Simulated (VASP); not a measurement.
Pb31S32 (a cell with a defect), 63 atoms in the cell. The cell holds a defect, 63 atoms: a = 11.800 Å, b = 11.800 Å, c = 11.800 Å, α = 90.00°, β = 90.00°, γ = 90.00°. 

- Program: VASP 6.6.1
- Task: single point
- Functional: PBEsol
- Potentials or basis: VASP PAW PBE potentials, release 64 (S, Pb_d)
- Cutoff: 400 eV
- k mesh: 1 × 1 × 1, shifted
- Occupations: fermi-dirac, width 0.05 eV
- Spin: no spin polarisation
- Dipole correction: no
- Charge: -2
- Further INCAR settings: LREAL = Auto; ALGO = Normal; EDIFF = 1e-06; NBANDS = 350; ISYM = -1; NELECT = 628.0

Potentials or basis: VASP PAW PBE potentials, release 64 (S, Pb_d).

Run with:

```console
$ cat potpaw_PBE.64/S/POTCAR potpaw_PBE.64/Pb_d/POTCAR > POTCAR
$ mpirun -np 1 vasp_std > vasp.out
```

Hardware: 1 thread of Intel Xeon 8259CL, with other jobs on the host.

Problem. Estimate the wall time of this run.

Solution. It took 17 min on 1 thread of Intel Xeon 8259CL, on a shared host, peak memory 1.1 GiB. Counts: scf iterations 16, k points 1.
